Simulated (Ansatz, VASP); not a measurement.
## SiPbS3: VASP beside Ansatz

```
Si Pb S
1.0
     5.03818    0.00000    0.00000
     0.00000    5.03818    0.00000
     0.00000    0.00000    5.03818
Si Pb S
1 1 3
Direct
  0.00000 0.00000 0.00000
  0.50000 0.50000 0.50000
  0.00000 0.50000 0.50000
  0.50000 0.00000 0.50000
  0.50000 0.50000 0.00000
```

Change from the starting cell: species swapped into the Dy3AlC type (Pm-3m, No. 221).

Alike in both runs: task single point; functional PBE; k mesh 4 × 4 × 4; occupations gaussian, width 0.1 eV; no spin polarisation.

```csv
,VASP,Ansatz
version,VASP 6.6.1,Ansatz 0.2.0
potentials or method,"VASP PAW PBE potentials, release 64 (Si, Pb_d, S), cutoff 520 eV","scalar-relativistic, plane waves, PAW"
valence electrons in the cell,36,36
```

Ansatz gave:

```
gap on the k mesh at the Fermi level (eV) : none
pressure (GPa)                            : 2.8
```

Estimate VASP's values.

gap on the k mesh at the Fermi level (eV): none; pressure (GPa): 2.7.

A gap of «none» marks a metal or a gap that the smearing closes. With one functional, cell and mesh, what is left measures potentials, basis and numerics.

Spin-orbit coupling is off throughout.
